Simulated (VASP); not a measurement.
MgO (Periclase), 2 atoms in the cell. Symmetry: Fm-3m, No. 225, cubic system. Conventional cell: a = 4.217 Å, b = 4.217 Å, c = 4.217 Å, α = 90.00°, β = 90.00°, γ = 90.00°. Within 2.8 Å of Mg (site symmetry m-3m) lie 6 O at 2.11 Å. Within 2.8 Å of O (site symmetry m-3m) lie 6 Mg at 2.11 Å. 

* Program: VASP 6.6.1
* Task: relaxation of cell and atoms
* Functional: revPBE
* Dispersion: D3(BJ)
* Potentials or basis: VASP PAW PBE potentials, release 64 (Mg, O)
* Cutoff: 600 eV
* k mesh: 5 × 5 × 5
* Occupations: gaussian, width 0.01 eV
* Spin: no spin polarisation
* Dipole correction: no
* Further INCAR settings: ALGO = Normal; EDIFF = 1e-07; IBRION = 2; EDIFFG = -0.01; NSW = 80; ISIF = 3

Potentials or basis: VASP PAW PBE potentials, release 64 (Mg, O).

The run is started by

```console
$ cat potpaw_PBE.64/Mg/POTCAR potpaw_PBE.64/O/POTCAR > POTCAR
$ mpirun -np 1 vasp_std > vasp.out
```

Hardware: 1 thread of AMD EPYC 7R13 (shared host).

**Question.** Estimate the wall time of this run.

**Answer.** It took 14 s on 1 thread of AMD EPYC 7R13, on a shared host, peak memory 0.12 GiB. Counts: scf iterations 25, k points 10, ion steps 3.
